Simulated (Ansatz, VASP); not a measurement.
# One calculation of AlP, two programs

```
CELL_PARAMETERS angstrom
0.00000 2.74352 2.74352
2.74352 0.00000 2.74352
2.74352 2.74352 0.00000
ATOMIC_POSITIONS crystal
Al 0.00000 0.00000 0.00000
P 0.75000 0.75000 0.75000
```

Alike in both runs: task single point; functional BLYP; k mesh 8 × 8 × 8; occupations gaussian, width 0.05 eV; no spin polarisation.

|  | VASP | Ansatz |
| --- | --- | --- |
| version | VASP 6.6.1 | Ansatz 0.2.0 |
| potentials or method | VASP PAW PBE potentials, release 64 (Al, P), cutoff 500 eV | scalar-relativistic, plane waves, PAW |
| valence electrons in the cell | 8 | 8 |

|  | VASP | Ansatz | Ansatz less VASP |
| --- | --- | --- | --- |
| gap on the k mesh at the Fermi level (eV) | 1.87 | 1.87 | 0.000 |
| least direct gap on the mesh (eV) | 3.26 | 3.25 | -0.008 |
| pressure (GPa) | 3.4 | 3.3 | -0.10 |

VASP's potentials were made for PBE, not for BLYP.
